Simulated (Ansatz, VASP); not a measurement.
## LiH5: VASP beside Ansatz

The input INCAR:

```
PREC = Accurate ; ENCUT = 600
EDIFF = 1E-6 ; ISMEAR = 0
SIGMA = 0.1 ; LREAL = False
LASPH = True ; NELM = 80
ALGO = Normal ; ISIF = 3
LWAVE = False ; LCHARG = False
GGA = PE ; IBRION = 2
NSW = 100 ; EDIFFG = -0.01
```

Contents of KPOINTS:

```
Automatic mesh
0
Gamma
  12 12 8
```

File POSCAR:

```
LiH5
1.0
    4.1290257494      0.0000000000      0.0000000000
   -2.0645128747      3.5758411919      0.0000000000
    0.0000000000      0.0000000000      4.5935584358
Li H
1 5
Direct
    0.0000000000      0.0000000000      0.0000000000
    0.3333333333      0.6666666667      0.0000000000
    0.6666666667      0.3333333333      0.0000000000
    0.5000000000      0.0000000000      0.0000000000
    0.5000000000      0.5000000000      0.0000000000
    0.0000000000      0.5000000000      0.0000000000
```

Input for Ansatz:

```yaml
crystal:
  lattice:
    - [4.1290257494, 0.0, 0.0]
    - [-2.0645128747, 3.5758411919, 0.0]
    - [0.0, 0.0, 4.5935584358]
  atoms:
    - { symbol: Li, position: [0.0, 0.0, 0.0] }
    - { symbol: H, position: [0.3333333333, 0.6666666667, 0.0] }
    - { symbol: H, position: [0.6666666667, 0.3333333333, 0.0] }
    - { symbol: H, position: [0.5, 0.0, 0.0] }
    - { symbol: H, position: [0.5, 0.5, 0.0] }
    - { symbol: H, position: [0.0, 0.5, 0.0] }
basis:
  ecutwfc: 420
kpoints:
  mp_grid: { grid: [12, 12, 8] }
hamiltonian:
  xc: pbe
scf:
  occupations: { method: gaussian, width: 0.1 }
output:
  forces: true
  stress: true
  eigenvalues: true
  write_density: true
  write_potential: true
  elf: true
  volumetric_format: npy
relax:
  adjacent_minimum: "off"
  f_tol: 0.01
  max_steps: 80
  cell: { stress_tol: 0.05 }
```

Alike in both runs: task relaxation of cell and atoms; functional PBE; k mesh 12 × 12 × 8; occupations gaussian, width 0.1 eV; no spin polarisation.

|  | VASP | Ansatz |
| --- | --- | --- |
| version | VASP 6.6.1 | Ansatz 0.2.0 |
| potentials or method | VASP PAW PBE potentials, release 64 (Li_sv, H), cutoff 600 eV | scalar-relativistic, plane waves, PAW |
| valence electrons in the cell | 8 | 8 |

|  | VASP | Ansatz | Ansatz less VASP |
| --- | --- | --- | --- |
| gap on the k mesh at the Fermi level, each at its own relaxed structure (eV) | none | none | - |
| relaxed volume (Å³/atom) | 11.30 | 11.30 | 0.000 |
| relaxed cell length with the largest relative difference (Å) | 4.129 | 4.129 | 0.0000 |

A gap of «none» marks a metal or a gap that the smearing closes.

Noted on VASP's run: the cutoff is short for stress, so the pressure is rough; the relaxation stopped at its first step, so nothing moved.
